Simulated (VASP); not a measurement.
# CuI (P6_3/mmc) in VASP: a series of runs

CuI is run at these levels: PBE; tasks: single point, relaxation of cell and atoms.

All numbers are computed with VASP 6.6.1; they aren't measurements. Logs are shortened: lines on timing, memory, paths and dates and some standing lists are left out, and cuts for length are marked.

### 1 The cell of the first run

The structure is hexagonal, space group P6_3/mmc (No. 194). Conventional cell: a = 4.211 Å, b = 4.211 Å, c = 6.230 Å, α = 90.00°, β = 90.00°, γ = 120.00°. Within 3.8 Å of Cu (site symmetry -3m) lie 6 I at 2.89 Å and 2 Cu at 3.11 Å. Within 3.8 Å of I (site symmetry -6m2) lie 6 Cu at 2.89 Å.

### 2 Single point, PBE

Input file INCAR:

```
PREC     = Accurate       # precision mode
ENCUT    = 520            # plane-wave cutoff, eV
EDIFF    = 1E-6           # SCF threshold, eV
ISMEAR   = -1             # smearing method
SIGMA    = 0.02           # smearing width, eV
LREAL    = False          # projectors in reciprocal space
LASPH    = True           # aspherical terms in the spheres
NELM     = 100            # most SCF steps
ALGO     = Normal         # electronic algorithm
ISIF     = 2              # what is computed and relaxed
LWAVE    = False          # write WAVECAR
LCHARG   = True           # write CHGCAR
GGA      = PE             # functional
LELF     = True           # ELF
LVHAR    = True         
NBANDS   = 26             # bands
```

Input file KPOINTS:

```
Automatic mesh
0
Gamma
  6 6 4
```

Input file POSCAR:

```
CuI
1.0
    4.2112248066      0.0000000000      0.0000000000
   -2.1056124033      3.6470276636      0.0000000000
    0.0000000000      0.0000000000      6.2297359735
Cu I
2 2
Direct
    0.0000000000      0.0000000000      0.0000000000
    0.0000000000      0.0000000000      0.5000000000
    0.3333333333      0.6666666667      0.2500000000
    0.6666666667      0.3333333333      0.7500000000
```

Potentials or basis: VASP PAW PBE potentials, release 64 (Cu, I).

On the command line:

```bash
$ cat potpaw_PBE.64/Cu/POTCAR potpaw_PBE.64/I/POTCAR > POTCAR
$ mpirun -np 1 vasp_std > vasp.out
```

OUTCAR:

```text
PREC = Accurate
   ENCUT = 520
   EDIFF = 1E-6
   ISMEAR = -1
   LREAL = False
   LASPH = True
   NELM = 100
   ISIF = 2
   GGA = PE

 ion  position               nearest neighbor table
   1  0.000  0.000  0.000-   3 2.89   4 2.89   4 2.89   3 2.89   4 2.89   3 2.89
   2  0.000  0.000  0.500-   3 2.89   4 2.89   4 2.89   3 2.89   4 2.89   3 2.89
   3  0.333  0.667  0.250-   1 2.89   2 2.89   1 2.89   2 2.89   1 2.89   2 2.89
   4  0.667  0.333  0.750-   1 2.89   2 2.89   1 2.89   2 2.89   1 2.89   2 2.89

  LATTYP: Found a hexagonal cell.
 ALAT       =     4.2112248066
 C/A-ratio  =     1.4793168875

  Lattice vectors:

 A1 = (   4.2112248066,   0.0000000000,   0.0000000000)
 A2 = (  -2.1056124033,   3.6470276636,   0.0000000000)
 A3 = (   0.0000000000,   0.0000000000,   6.2297359735)

Analysis of symmetry for initial positions (statically):
=====================================================================
 Subroutine PRICEL returns:
 Original cell was already a primitive cell.

 Routine SETGRP: Setting up the symmetry group for a
 hexagonal supercell.

 Subroutine GETGRP returns: Found 24 space group operations
 (whereof 12 operations were pure point group operations)
 out of a pool of 24 trial point group operations.

The static configuration has the point symmetry D_3d.
 The point group associated with its full space group is D_6h.

Analysis of symmetry for dynamics (positions and initial velocities):
=====================================================================
 Subroutine PRICEL returns:
 Original cell was already a primitive cell.

 Routine SETGRP: Setting up the symmetry group for a
 hexagonal supercell.

 Subroutine GETGRP returns: Found 24 space group operations
 (whereof 12 operations were pure point group operations)
 out of a pool of 24 trial point group operations.

The dynamic configuration has the point symmetry D_3d.
 The point group associated with its full space group is D_6h.

 Subroutine INISYM returns: Found 24 space group operations
 (whereof 12 operations are pure point group operations),
 and found     1 'primitive' translations

----------------------------------------------------------------------------------------

                                     Primitive cell

  volume of cell :      95.6791

  direct lattice vectors                    reciprocal lattice vectors
     4.211224807  0.000000000  0.000000000     0.237460607  0.137097946  0.000000000
    -2.105612403  3.647027664  0.000000000     0.000000000  0.274195891  0.000000000
     0.000000000  0.000000000  6.229735974     0.000000000  0.000000000  0.160520446

  length of vectors
     4.211224807  4.211224807  6.229735974     0.274195891  0.274195891  0.160520446

  position of ions in fractional coordinates (direct lattice)
     0.000000000  0.000000000  0.000000000
     0.000000000  0.000000000  0.500000000
     0.333333333  0.666666667  0.250000000
     0.666666667  0.333333333  0.750000000

  ion indices of the primitive-cell ions
   primitive index   ion index
                 1           1
                 2           2
                 3           3
                 4           4

----------------------------------------------------------------------------------------

 KPOINTS: Automatic mesh

Automatic generation of k-mesh.
 Grid dimensions read from file:
 generate k-points for:    6    6    4

 Generating k-lattice:

  Cartesian coordinates                     Fractional coordinates (reciprocal lattice)
     0.039576768  0.022849658  0.000000000     0.166666667  0.000000000  0.000000000
     0.000000000  0.045699315  0.000000000     0.000000000  0.166666667  0.000000000
     0.000000000  0.000000000  0.040130112     0.000000000  0.000000000  0.250000000

  Length of vectors
     0.045699315  0.045699315  0.040130112

  Shift w.r.t. Gamma in fractional coordinates (k-lattice)
     0.000000000  0.000000000  0.000000000

 Subroutine IBZKPT returns following result:
 ===========================================

 Found     21 irreducible k-points:

 Following reciprocal coordinates:
            Coordinates               Weight
  0.000000  0.000000  0.000000      1.000000
  0.166667  0.000000  0.000000      6.000000
  0.333333 -0.000000  0.000000      6.000000
  0.500000  0.000000  0.000000      3.000000
  0.166667  0.166667  0.000000      6.000000
  0.333333  0.166667  0.000000     12.000000
[... 13 lines left out ...]
  0.333333  0.166667  0.500000     12.000000
  0.333333  0.333333  0.500000      2.000000
   k-points           NKPTS =     21   k-points in BZ     NKDIM =     21   number of bands    NBANDS=     26
   number of dos      NEDOS =    301   number of ions     NIONS =      4
   total plane-waves  NPLWV =  49152
   dimension x,y,z NGX =    32 NGY =   32 NGZ =   48
   dimension x,y,z NGXF=    64 NGYF=   64 NGZF=   96
   ions per type =               2   2
   NGX,Y,Z   is equivalent  to a cutoff of  12.63, 12.63, 12.81 a.u.
   NGXF,Y,Z  is equivalent  to a cutoff of  25.27, 25.27, 25.62 a.u.
 SYSTEM =  unknown system
   PREC   = accura    normal or accurate (medium, high low for compatibility)
   ISTART =      0    job   : 0-new  1-cont  2-samecut
   ICHARG =      2    charge: 1-file 2-atom 10-const
   ISPIN  =      1    spin polarized calculation?
   LNONCOLLINEAR =      F non collinear calculations
   LSORBIT =      F    spin-orbit coupling
   LASPH  =      T    aspherical Exc in radial PAW
   ENCUT  =  520.0 eV  38.22 Ry    6.18 a.u.   7.83  7.83 11.58*2*pi/ulx,y,z
   NELM   =    100;   NELMIN=  2; NELMDL= -5     # of ELM steps
   EDIFF  = 0.1E-05   stopping-criterion for ELM
   LREAL  =      F    real-space projection
   EDIFFG = 0.1E-04   stopping-criterion for IOM
   NSW    =      0    number of steps for IOM
   IBRION =     -1    ionic relax: 0-MD 1-quasi-New 2-CG
   NFREE  =      0    steps in history (QN), initial steepest desc. (CG)
   ISIF   =      2    stress and relaxation
   ISYM   =      2    0-nonsym 1-usesym 2-fastsym
   POTIM  = 0.5000    time-step for ionic-motion
   TEBEG  =    0.0;   TEEND  =   0.0 temperature during run
   PSTRESS=    0.0 pullay stress
   NELECT =      36.0000    total number of electrons
   NUPDOWN=      -1.0000    fix difference up-down
   EMIN   =  10.00;   EMAX   =-10.00  energy-range for DOS
   EFERMI =   0.00;   METHOD = LEGACY
   ISMEAR =    -1;   SIGMA  =   0.02  broadening in eV -4-tet -1-fermi 0-gaus
   EFERMI_NEDOS =   21; number of points for ismear=-14 and -15
   IALGO  =     38    algorithm
   IMIX   =      4    mixing-type and parameters
     AMIX     =   0.40;   BMIX     =  1.00
     AMIX_MAG =   1.60;   BMIX_MAG =  1.00
  volume/ion in A,a.u.               =      23.92       161.42
  Fermi-wavevector in a.u.,A,eV,Ry     =   1.181871  2.233412 19.004867  1.396818
  Thomas-Fermi vector in A             =   2.318136
   LORBIT       =      0    0 simple, 1 ext, 2 COOP (PROOUT), +10 PAW based schemes
   GGA     = PE    functional components
   LHFCALC =     F    Hartree Fock is set to
   AEXX    =    0.0000 exact exchange contribution
   IVDW    =     0    specifies the selected vdW correction
   LEPSILON=     F    determine dielectric tensor
   LRPA    =     F    only Hartree local field effects (RPA)
 non-spin polarized calculation
  energy-cutoff  :      520.00
  volume of cell :       95.68
 maximum number of plane-waves:      2601
 NGX is ok and might be reduce to    32
   NGX = 15   NGY = 15   NGZ = 23

 number of electron      35.9999989 magnetization

 Free energy of the ion-electron system (eV)
  ---------------------------------------------------
  ext. energy  EPLUGINS =         0.00000000
  ---------------------------------------------------
  free energy    TOTEN  =       -10.18354897 eV

  energy without entropy =      -10.18354893  energy(sigma->0) =      -10.18354895

 E-fermi :   6.2154     XC(G=0):  -9.9040

 val. band max:        5.9440992031   @ k =   0.5000   0.0000   0.0000
 cond. band min:       6.4625715785   @ k =   0.0000   0.0000   0.0000
 fundamental gap:      0.5184723754
 Fermi energy:         6.2154050193

 k-point     1 :       0.0000    0.0000    0.0000
  band No.  band energies     occupation
      1      -8.1825      2.00000
      2      -7.0629      2.00000
      3      -0.0877      2.00000
      4       2.2672      2.00000
      5       2.2672      2.00000
      6       3.6501      2.00000
[... 18 lines left out ...]
     25      12.5615      0.00000
     26      13.4880      0.00000

 k-point     2 :       0.1667    0.0000    0.0000
  band No.  band energies     occupation
      1      -8.0244      2.00000
      2      -7.0271      2.00000
      3       0.1902      2.00000
      4       1.9270      2.00000
      5       2.2569      2.00000
      6       2.3792      2.00000
[... 18 lines left out ...]
     25      12.1128      0.00000
     26      13.3136      0.00000

 k-point     3 :       0.3333   -0.0000    0.0000
  band No.  band energies     occupation
      1      -7.6349      2.00000
      2      -6.9950      2.00000
      3       0.5397      2.00000
      4       0.9653      2.00000
      5       1.6650      2.00000
      6       2.2608      2.00000
[... 18 lines left out ...]
     25      13.2732      0.00000
     26      13.4626      0.00000

 k-point     4 :       0.5000    0.0000    0.0000
  band No.  band energies     occupation
      1      -7.3347      2.00000
      2      -7.0637      2.00000
      3      -0.0958      2.00000
      4       1.4239      2.00000
      5       1.8497      2.00000
      6       2.1902      2.00000
[... 18 lines left out ...]
     25      13.6285      0.00000
     26      15.1926      0.00000
[... 409 lines left out ...]
      1      -7.3956      2.00000
      2      -7.3956      2.00000
      3       0.7930      2.00000
      4       0.7930      2.00000
      5       2.3303      2.00000
      6       2.3303      2.00000
[... 18 lines left out ...]
     25      13.3529      0.00000
     26      13.3529      0.00000

 k-point    20 :       0.3333    0.1667    0.5000
  band No.  band energies     occupation
      1      -7.1951      2.00000
      2      -7.1951      2.00000
      3       0.3515      2.00000
      4       0.3515      2.00000
      5       1.8132      2.00000
      6       1.8132      2.00000
[... 18 lines left out ...]
     25      13.7330      0.00000
     26      13.7330      0.00000

 k-point    21 :       0.3333    0.3333    0.5000
  band No.  band energies     occupation
      1      -7.1260      2.00000
      2      -7.1260      2.00000
      3       0.7725      2.00000
      4       0.7725      2.00000
      5       0.8832      2.00000
      6       0.8832      2.00000
[... 18 lines left out ...]
     25      13.5826      0.00000
     26      13.5826      0.00000

------------------------ aborting loop because EDIFF is reached ----------------------------------------

  FORCE on cell =-STRESS in cart. coord.  units (eV):
  Direction    XX          YY          ZZ          XY          YZ          ZX
  --------------------------------------------------------------------------------------
  -------------------------------------------------------------------------------------
  Total       -0.0094635     -0.0094635     -0.0170395      0.0000000      0.0000000      0.0000000
  in kB       -0.1584689     -0.1584689     -0.2853321      0.0000000      0.0000000      0.0000000
  external PRESSURE =      -0.2007566 kB  Pullay stress =       0.0000000 kB

 VOLUME and BASIS-vectors are now :
 -----------------------------------------------------------------------------
  energy-cutoff  :      520.00
  volume of cell :       95.68
      direct lattice vectors                 reciprocal lattice vectors
     4.211224807  0.000000000  0.000000000     0.237460607  0.137097946  0.000000000
    -2.105612403  3.647027664  0.000000000     0.000000000  0.274195891  0.000000000
     0.000000000  0.000000000  6.229735974     0.000000000  0.000000000  0.160520446

 POSITION                                       TOTAL-FORCE (eV/Angst)
 -----------------------------------------------------------------------------------
      0.00000      0.00000      0.00000        -0.000000      0.000000      0.000000
      0.00000      0.00000      3.11487        -0.000000      0.000000      0.000000
     -0.00000      2.43135      1.55743         0.000000     -0.000000     -0.000000
      2.10561      1.21568      4.67230        -0.000000      0.000000      0.000000
 -----------------------------------------------------------------------------------
    total drift:                                0.000000     -0.000000      0.000000

  FREE ENERGIE OF THE ION-ELECTRON SYSTEM (eV)
  ---------------------------------------------------
  free  energy   TOTEN  =       -10.1835489668 eV

  energy  without entropy=      -10.1835489330  energy(sigma->0) =      -10.18354895
```

Run time: 20 s. Hardware: 1 thread of Intel Xeon 6975P-C (Granite Rapids), shared host; peak memory 0.23 GiB.

Results:

```
Free energy            : -10.1835 eV
Pressure               : 0.0 GPa
Band gap on the k mesh : 0.52 eV, indirect (least direct gap 0.63 eV)
```

Caveat: spin-orbit coupling is left out, which moves the levels of the heavy elements. PBE gaps usually lie below the measured ones, often by a third to a half.

### 3 Relaxation of cell and atoms, PBE

This run uses another cell than the first one, of 22.34 Å³/atom, 0.934 times its volume.

Input file INCAR:

```
SYSTEM = CuI
PREC     = Accurate       ! precision mode
ENCUT    = 600            ! plane-wave cutoff, eV
EDIFF    = 1E-6           ! SCF threshold, eV
ISMEAR   = -1             ! smearing method
SIGMA    = 0.02           ! smearing width, eV
LREAL    = .False.        ! projectors in reciprocal space
LASPH    = .True.         ! aspherical terms in the spheres
NELM     = 100            ! most SCF steps
ALGO     = Normal         ! electronic algorithm
ISIF     = 3              ! what is computed and relaxed
LWAVE    = .False.        ! write WAVECAR
LCHARG   = .False.        ! write CHGCAR
GGA      = PE             ! functional
IBRION   = 2              ! ionic algorithm
NSW      = 80             ! ionic steps
EDIFFG   = -0.005         ! ionic threshold
```

Input file KPOINTS:

```
regular mesh
0
Gamma
  6 6 4
  0 0 0
```

Input file POSCAR:

```
CuI
1.0
    3.9853819200      0.0000000000      0.0000000000
   -1.9926909600      3.4514419865      0.0000000000
    0.0000000000      0.0000000000      6.4961725296
Cu I
2 2
Direct
    0.0000000000      0.0000000000      0.0000000000
    0.0000000000      0.0000000000      0.5000000000
    0.3333333333      0.6666666667      0.2500000000
    0.6666666667      0.3333333333      0.7500000000
```

Potentials or basis: VASP PAW PBE potentials, release 64 (Cu, I).

On the command line:

```bash
$ cat potpaw_PBE.64/Cu/POTCAR potpaw_PBE.64/I/POTCAR > POTCAR
$ mpirun -np 1 vasp_std > vasp.out
```

It took 1.9 min on 1 thread of Intel Xeon 6975P-C (Granite Rapids), shared host; peak memory 0.26 GiB.

The run converged. Its results:

```
Free energy                            : -10.1832 eV
Relaxed volume                         : 23.90 Å³/atom
Relaxed cell                           : a = 4.211 Å, b = 4.211 Å, c = 6.226 Å, α = 90.00°, β = 90.00°, γ = 120.00°
Space group after relaxing (to 0.05 Å) : P6_3/mmc (No. 194)
Energy gained by relaxing              : 26.2 meV/atom
Ionic steps                            : 9
Pressure after relaxing                : 0.0 GPa
Band gap on the k mesh                 : 0.52 eV, indirect (least direct gap 0.63 eV)
```

The path:
```tsv
step	energy change (eV)	largest force (eV/Å)	pressure (GPa)	volume (Å³)
1	0.0000	0.0000	3.73	89.36
2	-0.0783	0.0000	-0.14	96.26
3	-0.0783	0.0000	-0.24	96.39
4	-0.0857	0.0000	-0.29	96.32
5	-0.1007	0.0000	-0.21	96.07
6	-0.0983	0.0000	0.17	95.28
7	-0.1048	0.0000	-0.04	95.75
8	-0.1048	0.0000	-0.04	95.77
9	-0.1048	0.0000	-0.01	95.59
```

Final structure:
```cif
data_structure
_symmetry_space_group_name_H-M 'P 1'
_symmetry_Int_Tables_number 1
_cell_length_a 4.2107
_cell_length_b 4.2107
_cell_length_c 6.2259
_cell_angle_alpha 90.000
_cell_angle_beta 90.000
_cell_angle_gamma 120.000
_cell_volume 95.59
loop_
_atom_site_label
_atom_site_type_symbol
_atom_site_fract_x
_atom_site_fract_y
_atom_site_fract_z
_atom_site_occupancy
Cu1 Cu 0.00000 0.00000 0.00000 1
Cu2 Cu 0.00000 0.00000 0.50000 1
I1 I 0.33333 0.66667 0.25000 1
I2 I 0.66667 0.33333 0.75000 1
```

Levels at points of the mesh, in eV from the valence-band top:
```csv
k point,band 15,band 16,band 17,band 18,band 19,band 20,band 21,band 22
"(0.00, 0.00, 0.00)",-1.24,-1.12,-0.11,-0.11,0.52,2.22,4.81,4.81
"(0.50, 0.00, 0.00)",-1.54,-1.46,-0.67,0.00,2.06,2.41,3.06,4.35
"(0.00, 0.00, 0.50)",-0.60,-0.60,-0.60,-0.60,2.36,2.36,4.97,4.97
"(0.50, 0.00, 0.50)",-1.05,-1.05,-0.84,-0.84,1.61,1.61,4.84,4.84
```

Caveat: spin-orbit coupling is left out, which moves the levels of the heavy elements. A k mesh can miss the band edges.
